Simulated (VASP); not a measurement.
# Zr10HN8 (P1) in VASP: a series of runs

The runs below take Zr10HN8 through single point, with PBEsol.

All numbers are computed with VASP 6.6.1; they aren't measurements. Logs are shortened: lines on timing, memory, paths and dates and some standing lists are left out, and cuts for length are marked.

### Step 1. The cell of the first run

The typed cell holds 38 atoms: a = 8.753 Å, b = 7.363 Å, c = 8.755 Å, α = 90.04°, β = 114.49°, γ = 90.00°.

### Step 2. Single point, PBEsol

Input file INCAR:

```
SYSTEM = Zr10HN8
PREC = Accurate
ENCUT = 520
EDIFF = 1E-7
ISMEAR = -1
SIGMA = 0.05
LREAL = Auto
LASPH = .TRUE.
NELM = 100
ALGO = Normal
ISIF = 2
LWAVE = .FALSE.
LCHARG = .FALSE.
GGA = PS
NBANDS = 186
```

Input file KPOINTS:

```
Automatic mesh
0
G
  1 1 1
  0 0 0
```

Input file POSCAR:

```
Zr10HN8
1.0
   -6.6977900000     -5.6346540000      0.0000000000
    4.7397470000     -5.6346540000      0.0000000000
    2.7740180000      2.3410460000      7.9673260000
Zr H N
20 2 16
Direct
    0.0676874536      0.6920527900      0.9486244193
    0.6129848966      0.5858797911      0.8213797201
    0.3434592038      0.3876225509      0.1653503321
    0.9748409271      0.3063388906      0.0776170073
    0.1730543158      0.6314229680      0.3560165606
    0.7676145812      0.5074405051      0.2676556727
    0.9311949545      0.8196829592      0.5366794330
    0.0659081590      0.2101232686      0.4683127062
    0.2473956544      0.5281458231      0.7430472909
    0.8399017670      0.4004711669      0.6916875248
    0.5808564389      0.1746304041      0.9648280992
    0.1254838610      0.1238470381      0.8369307344
    0.8737123724      0.8929894841      0.1386788993
    0.4710420364      0.7999800994      0.0620534418
    0.6744252965      0.0939242332      0.3649154057
    0.2667609522      0.9766634571      0.2670030070
    0.4224248385      0.3076809326      0.5769187805
    0.5697975713      0.6866708437      0.4761823478
    0.7298140116      0.0251554452      0.7372737102
    0.3386162463      0.9170887943      0.6749817944
    0.0853513808      0.5029148319      0.4993394271
    0.5386227386     -0.0129472402      0.5253205404
    0.6613386541      0.3126384528      0.7874787601
    0.1099527855      0.4321996313      0.9395122027
    0.3065558065      0.6980742311      0.1924108540
    0.8306174393      0.5788986610      0.0668229215
    0.1425883634      0.9089234736      0.4712873554
    0.2065157388      0.3116023089      0.2916285840
    0.9104219427      0.1319186663      0.6181120240
    0.8239880966      0.7085688848      0.7495488449
    0.2102735858      0.8219994938      0.8333034195
    0.6141232425      0.8933288086      0.9163300209
    0.8015017782      0.1887448688      0.2431807108
    0.4382800691      0.0722024431      0.1346373928
    0.5932410369      0.3662913121      0.4206806650
    0.6967395292      0.7902130903      0.3403023800
    0.3859648877      0.6357261233      0.5925451023
    0.3030255270      0.2040023039      0.7426707530
```

Potentials or basis: VASP PAW PBE potentials, release 64 (Zr_sv, H, N).

Launch:

```console
$ cat potpaw_PBE.64/Zr_sv/POTCAR potpaw_PBE.64/H/POTCAR potpaw_PBE.64/N/POTCAR > POTCAR
$ mpirun -np 1 vasp_gam > vasp.out
```

OUTCAR:

```text
SYSTEM = Zr10HN8
   PREC = Accurate
   ENCUT = 520
   EDIFF = 1E-7
   ISMEAR = -1
   LREAL = Auto
   LASPH = .TRUE.
   NELM = 100
   ISIF = 2
   GGA = PS

 ion  position               nearest neighbor table
   1  0.068  0.692  0.949-  24 1.96  30 2.13  31 2.13  25 2.29  26 2.80   9 3.08  10 3.15  13 3.19
                             3 3.26   4 3.28   5 3.32  16 3.34  14 3.34  12 3.43   7 3.43  19 3.69
   2  0.613  0.586  0.821-  23 2.10  37 2.19  26 2.20  30 2.36  32 2.41  17 2.93  18 2.98  10 2.99
                             9 3.01  14 3.26  20 3.29  11 3.34  19 3.56  13 3.57   6 3.61   4 3.66
   3  0.343  0.388  0.165-  28 2.02  24 2.20  25 2.33  35 2.40  34 2.52   4 3.05   5 3.21   1 3.26
                            16 3.30  12 3.34  18 3.42  17 3.43  15 3.45  14 3.48   6 3.55   9 3.59
   4  0.975  0.306  0.078-  28 2.12  24 2.22  26 2.35  33 2.64   3 3.05  10 3.16  12 3.21   8 3.25
                            13 3.28   6 3.28   1 3.28  11 3.31   5 3.34  16 3.41  19 3.53   2 3.66
   5  0.173  0.631  0.356-  21 1.96  37 2.14  25 2.25  27 2.34  28 2.47  16 2.88  13 3.17   3 3.21
                            18 3.21   9 3.26  17 3.27  20 3.31   1 3.32   4 3.34   7 3.42   6 3.43
   6  0.768  0.507  0.268-  26 2.12  36 2.33  33 2.39  35 2.63   7 3.17  18 3.27  14 3.28   4 3.28
                             8 3.30  13 3.33  15 3.35   5 3.43  11 3.48   3 3.55  10 3.59   2 3.61
   7  0.931  0.820  0.537-  36 2.07  27 2.25  29 2.44  30 2.54  31 2.73  15 2.93  18 3.14   6 3.17
                             8 3.26  19 3.32  12 3.33  20 3.33  13 3.35   9 3.37   5 3.42   1 3.43
   8  0.066  0.210  0.468-  21 2.17  27 2.31  29 2.32  33 2.34  38 2.44  28 2.46  17 2.95  12 3.11
                            20 3.17   4 3.25   7 3.26   9 3.26  15 3.27   6 3.30  16 3.42   5 3.50
   9  0.247  0.528  0.743-  21 2.02  37 2.27  31 2.37  38 2.44  24 2.57  17 2.99   2 3.01   1 3.08
                            20 3.10   8 3.26   5 3.26  14 3.33   7 3.37  12 3.38  10 3.53   3 3.59
  10  0.840  0.400  0.692-  23 2.16  29 2.24  30 2.34  24 2.47  35 2.47   2 2.99  19 3.01  12 3.06
                            18 3.15   1 3.15   4 3.16  17 3.43  15 3.45   9 3.53   6 3.59   8 3.59
  11  0.581  0.175  0.965-  32 2.16  23 2.20  33 2.40  38 2.41  34 2.42  19 3.01  14 3.15  13 3.16
                            20 3.17  17 3.24  15 3.30   4 3.31   2 3.34   6 3.48   3 3.59  12 3.68
  12  0.125  0.124  0.837-  29 2.06  38 2.12  31 2.35  24 2.47  10 3.06   8 3.11  20 3.16   4 3.21
                            19 3.28   7 3.33   3 3.34   9 3.38   1 3.43  16 3.61  11 3.68  14 3.71
  13  0.874  0.893  0.139-  32 2.30  26 2.38  33 2.54  11 3.16   5 3.17   1 3.19  16 3.20   4 3.28
                             6 3.33  19 3.35   7 3.35  14 3.37  15 3.47   8 3.55   2 3.57
  14  0.471  0.800  0.062-  34 2.16  32 2.23  25 2.30  31 2.34  36 2.42  11 3.15  20 3.21   2 3.26
                             6 3.28  16 3.28  15 3.31   9 3.33   1 3.34  13 3.37  18 3.46   3 3.48
  15  0.674  0.094  0.365-  33 1.96  34 2.22  35 2.25  36 2.26  22 2.32  29 2.34   7 2.93  19 3.13
                             8 3.27  11 3.30  14 3.31   6 3.35  18 3.39  16 3.42   3 3.45  10 3.45
  16  0.267  0.977  0.267-  25 2.22  34 2.35  27 2.50  28 2.55   5 2.88  13 3.20  14 3.28   3 3.30
                            18 3.31   1 3.34  20 3.39   4 3.41  15 3.42   8 3.42  17 3.48  12 3.61
  17  0.422  0.308  0.577-  23 2.14  38 2.24  28 2.43  35 2.45  37 2.45   2 2.93   8 2.95   9 2.99
                            20 3.17  19 3.23  11 3.24   5 3.27  18 3.34   3 3.43  10 3.43  16 3.48
  18  0.570  0.687  0.476-  36 2.08  37 2.26  22 2.29  35 2.43  30 2.51  25 2.60   2 2.98   7 3.14
                            10 3.15   5 3.21   6 3.27  19 3.28  16 3.31  17 3.34  15 3.39   3 3.42
  19  0.730  0.025  0.737-  22 1.94  23 2.29  29 2.36  32 2.40  30 2.46  11 3.01  10 3.01  15 3.13
                            17 3.23  18 3.28  12 3.28   7 3.32  20 3.33  13 3.35   4 3.53   2 3.56
[... 33 lines left out ...]
   TEBEG  =    0.0;   TEEND  =   0.0 temperature during run
   PSTRESS=    0.0 pullay stress
   NELECT =     322.0000    total number of electrons
   NUPDOWN=      -1.0000    fix difference up-down
   EMIN   =  10.00;   EMAX   =-10.00  energy-range for DOS
   EFERMI =   0.00;   METHOD = LEGACY
   ISMEAR =    -1;   SIGMA  =   0.05  broadening in eV -4-tet -1-fermi 0-gaus
   EFERMI_NEDOS =   21; number of points for ismear=-14 and -15
   IALGO  =     38    algorithm
   IMIX   =      4    mixing-type and parameters
     AMIX     =   0.40;   BMIX     =  1.00
     AMIX_MAG =   1.60;   BMIX_MAG =  1.00
  volume/ion in A,a.u.               =      13.51        91.19
  Fermi-wavevector in a.u.,A,eV,Ry     =   1.401273  2.648021 26.715927  1.963565
  Thomas-Fermi vector in A             =   2.524150
   LORBIT       =      0    0 simple, 1 ext, 2 COOP (PROOUT), +10 PAW based schemes
   GGA     = PS    functional components
   LHFCALC =     F    Hartree Fock is set to
   AEXX    =    0.0000 exact exchange contribution
   IVDW    =     0    specifies the selected vdW correction
   LEPSILON=     F    determine dielectric tensor
   LRPA    =     F    only Hartree local field effects (RPA)
 non-spin polarized calculation
  energy-cutoff  :      520.00
  volume of cell :      513.47
 maximum number of plane-waves:      6944
 NGX is ok and might be reduce to    70
   NGX = 33   NGY = 27   NGZ = 33

 number of electron     321.9999995 magnetization

 Free energy of the ion-electron system (eV)
  ---------------------------------------------------
  ext. energy  EPLUGINS =         0.00000000
  ---------------------------------------------------
  free energy    TOTEN  =      -377.04828575 eV

  energy without entropy =     -376.85348248  energy(sigma->0) =     -376.95088412

 E-fermi :  10.1433     XC(G=0): -12.0288

 val. band max:       10.0940212188   @ k =   0.0000   0.0000   0.0000
 cond. band min:      10.1922513394   @ k =   0.0000   0.0000   0.0000
 fundamental gap:      0.0982301205
 Fermi energy:        10.1432680042

 k-point     1 :       0.0000    0.0000    0.0000
  band No.  band energies     occupation
      1     -39.2018      2.00000
      2     -39.1194      2.00000
      3     -39.0706      2.00000
      4     -39.0553      2.00000
      5     -39.0258      2.00000
      6     -39.0047      2.00000
[... 165 lines left out ...]
    172      11.4912      0.00000
    173      11.5608      0.00000
 [bands above 173 left out]

------------------------ aborting loop because EDIFF is reached ----------------------------------------

  FORCE on cell =-STRESS in cart. coord.  units (eV):
  Direction    XX          YY          ZZ          XY          YZ          ZX
  --------------------------------------------------------------------------------------
  -------------------------------------------------------------------------------------
  Total      -20.5992653    -21.7368338     -6.1048491     12.8914215     -5.2979074     -7.6635911
  in kB      -64.2761657    -67.8257359    -19.0490429     40.2252766    -16.5311319    -23.9128066
  external PRESSURE =     -50.3836482 kB  Pullay stress =       0.0000000 kB

 VOLUME and BASIS-vectors are now :
 -----------------------------------------------------------------------------
  energy-cutoff  :      520.00
  volume of cell :      513.47
      direct lattice vectors                 reciprocal lattice vectors
    -6.697790000 -5.634654000  0.000000000    -0.087431411 -0.073545380  0.052051269
     4.739747000 -5.634654000  0.000000000     0.087431411 -0.103927807  0.000095825
     2.774018000  2.341046000  7.967326000     0.000000000  0.000000000  0.125512625

 POSITION                                       TOTAL-FORCE (eV/Angst)
 -----------------------------------------------------------------------------------
      5.45830     -2.06010      7.55800         2.403756     -1.326645      0.455296
      0.94980     -4.83230      6.54420         0.034980     -3.186764      2.458368
     -0.00450     -3.73230      1.31740        -1.348443     -2.018020      0.603074
     -4.86200     -7.03730      0.61840         1.842293      1.647967      0.469779
      2.82130     -3.69950      2.83650        -0.214119      1.396195     -0.304615
     -1.99370     -6.55790      2.13250        -0.403122      0.393986     -0.752661
[... 30 lines left out ...]
      2.07180     -4.36970      4.72100        -1.701878      0.626223      0.358912
      0.99750     -1.11830      5.91710         0.415612     -0.880348     -0.762914
 -----------------------------------------------------------------------------------
    total drift:                               -0.000881     -0.000223     -0.000009

  FREE ENERGIE OF THE ION-ELECTRON SYSTEM (eV)
  ---------------------------------------------------
  free  energy   TOTEN  =      -377.0482857546 eV

  energy  without entropy=     -376.8534824832  energy(sigma->0) =     -376.95088412
```

Run time: 6.2 min. Hardware: 1 thread of Intel Xeon Platinum 8259CL at 2.50GHz (Skylake/Cascade Lake), shared host; peak memory 0.59 GiB.

What came out:

| Quantity | Value |
| --- | --- |
| Free energy | -377.0483 eV |
| Pressure | -5.0 GPa |
| Largest force | 5.290 eV/Å |

Forces in eV/Å, atoms in the order of the input:
```
Zr   2.404 -1.327  0.455
Zr   0.035 -3.187  2.458
Zr  -1.348 -2.018  0.603
Zr   1.842  1.648  0.470
Zr  -0.214  1.396 -0.305
Zr  -0.403  0.394 -0.753
Zr  -1.569 -0.494  3.076
Zr   0.249  0.358 -1.230
Zr  -0.065  1.754  1.375
Zr  -0.335 -1.260 -1.583
Zr   1.774  0.937  0.225
Zr  -1.601 -0.417  1.948
Zr   1.217  0.688  0.933
Zr   1.523  0.652  1.197
Zr   1.861  0.779  0.072
Zr   1.230 -0.623 -0.531
Zr  -0.347 -1.436 -1.961
Zr   0.471  0.684 -1.203
Zr  -1.922  0.625  3.151
Zr  -1.845 -0.961  2.368
H    0.571  0.654  0.299
H    0.411  0.430 -0.729
N   -1.562  0.760  1.303
N   -2.430  2.443 -1.871
N   -1.141 -0.155  1.221
N   -1.296 -1.140  2.089
N    2.252  1.201 -4.633
N    0.517  1.199  1.786
N   -0.834  1.167 -1.340
N    0.432  0.717 -2.688
N    0.331 -0.154 -0.700
N    0.761 -0.295  0.150
N   -1.220 -2.979 -2.581
N    0.251 -0.697 -0.965
N    1.492 -0.536  0.469
N   -0.204 -0.553 -2.173
N   -1.702  0.626  0.359
N    0.416 -0.880 -0.763
```

Stress tensor (GPa, compression positive):
```
-6.43  4.02 -2.39
 4.02 -6.78 -1.65
-2.39 -1.65 -1.90
```

Levels at points of the mesh, in eV from the Fermi level:
| k point | band 157 | band 158 | band 159 | band 160 | band 161 | band 162 | band 163 | band 164 | band 165 | band 166 |
| --- | --- | --- | --- | --- | --- | --- | --- | --- | --- | --- |
| (0.00, 0.00, 0.00) | -0.48 | -0.41 | -0.30 | -0.10 | -0.05 | 0.05 | 0.10 | 0.25 | 0.44 | 0.53 |

Caveat: the k points lie up to 0.85 Å⁻¹ apart; the atoms stand as in a frame of molecular dynamics; the PAW data sets were made with another functional, which shifts forces and pressure a little.

[end of part 1 of 2]
